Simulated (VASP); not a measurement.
Input of a VASP 6.6.1 run:

The input POSCAR:

```
AgCl
1.0
    4.6065201333      0.0000000000      0.0000000000
   -2.3032600666      3.9142106147      0.0000000000
    0.0000000000      0.0000000000      5.7224971438
Ag Cl
2 2
Direct
    0.3328855460      0.6657710920     -0.0624279419
    0.6671144540      0.3342289080      0.4375720581
    0.3303573137      0.6607146275      0.4374279419
    0.6696426863      0.3392853725      0.9374279419
```

File INCAR.step1:

```
SYSTEM = AgCl
  ALGO = Normal
  EDIFF = 1E-4
  ENCUT = 520
  GGA = PE
  ISMEAR = 0
  LASPH = .True.
  LCHARG = .False.
  LREAL = .False.
  LWAVE = .True.
  NBANDS = 26
  NELM = 100
  PREC = Accurate
  SIGMA = 0.01
```

The input INCAR.step2:

```
SYSTEM = AgCl
  ALGO = Normal
  EDIFF = 1E-7
  ENCUT = 520
  ISIF = 2
  ISMEAR = 0
  ISTART = 1
  LASPH = .True.
  LCHARG = .False.
  LMIXTAU = .True.
  LREAL = .False.
  LWAVE = .False.
  METAGGA = R2SCAN
  NBANDS = 26
  NELM = 100
  PREC = Accurate
  SIGMA = 0.01
```

File KPOINTS:

```
k-points
0
Gamma
  6 6 4
  0 0 0
```

Potentials or basis: VASP PAW PBE potentials, release 64 (Ag, Cl).

The run is started by

```bash
$ cat potpaw_PBE.64/Ag/POTCAR potpaw_PBE.64/Cl/POTCAR > POTCAR
$ cp INCAR.step1 INCAR
$ mpirun -np 1 vasp_std > vasp.out
$ cp INCAR.step2 INCAR
$ mpirun -np 1 vasp_std > vasp.out
```

Q: Estimate the band gap on the k mesh.

A: 1.75 eV, indirect (least direct gap 1.79 eV).

Q: Estimate the pressure.

A: -0.8 GPa.

Q: What does it give for the largest force?

A: 0.003 eV/Å.

Forces in eV/Å, atoms in the order of the input:
```
Ag   0.000 -0.003 -0.001
Ag   0.000  0.003 -0.001
Cl   0.000 -0.001  0.001
Cl   0.000  0.001  0.001
```

Caveat: the cell differs from its parent crystal (uniaxial x strain +1.9%); the PAW data sets were made with another functional, which shifts forces and pressure a little. A k mesh can miss the band edges.
